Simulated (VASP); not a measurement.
Set up this calculation in VASP 6.6.1, as the native input.

| Item | Value |
| --- | --- |
| Task | single point |
| Functional | PBEsol |
| Potentials or basis | VASP PAW PBE potentials, release 64 (Zr_sv, Si) |
| Cutoff | 520 eV |
| k mesh | 6 × 6 × 12 |
| Occupations | gaussian, width 0.15 eV |
| Spin | no spin polarisation |
| Dipole correction | no |
| Further INCAR settings | ALGO = Fast; EDIFF = 1e-06; NBANDS = 55 |

The structure of Zr3Si2 lies in POSCAR:

```
Zr3Si2
1.0
    7.0655778226      0.0000000000      0.0000000000
    0.0000000000      7.0655778226      0.0000000000
    0.0000000000      0.0000000000      3.6444907344
Zr Si
6 4
Direct
    0.1744786440      0.6744786440      0.5000000000
    0.8255213560      0.3255213560      0.5000000000
    0.3255213560      0.1744786440      0.5000000000
    0.6744786440      0.8255213560      0.5000000000
    0.0000000000      0.0000000000      0.0000000000
    0.5000000000      0.5000000000      0.0000000000
    0.6223900172      0.1223900172     -0.0274386759
    0.3776099828      0.8776099828     -0.0274386759
    0.8776099828      0.6223900172     -0.0274386759
    0.1223900172      0.3776099828     -0.0274386759
```

This cell differs from its parent crystal: all Si atoms moved -0.100 Å, as atom 7 along Cartesian [0 0 1].

The input as run:

INCAR

```
SYSTEM = Zr3Si2
PREC = Accurate
ENCUT = 520
EDIFF = 1E-6
ISMEAR = 0
SIGMA = 0.15
LREAL = .FALSE.
LASPH = .TRUE.
NELM = 80
ALGO = Fast
ISIF = 2
LWAVE = .FALSE.
LCHARG = .TRUE.
GGA = PS
LELF = .TRUE.
LVHAR = .TRUE.
NBANDS = 55
```

KPOINTS

```
Automatic mesh
0
G
  6 6 12
  0 0 0
```

Potentials or basis: VASP PAW PBE potentials, release 64 (Zr_sv, Si).

Command:

```bash
$ cat potpaw_PBE.64/Zr_sv/POTCAR potpaw_PBE.64/Si/POTCAR > POTCAR
$ mpirun -np 1 vasp_std > vasp.out
```

It gave:

* Pressure: 0.5 GPa
* Largest force: 0.847 eV/Å
* Band gap on the k mesh: zero (bands 44 and 45 overlap by 1.23 eV)

Caveat: the cell differs from its parent crystal (all Si atoms moved -0.100 Å, as atom 7 along Cartesian [0 0 1]); the PAW data sets were made with another functional, which shifts forces and pressure a little.

It took 38 min on 1 thread of Intel Xeon 8259CL, with other jobs on the host, peak memory 0.61 GiB.
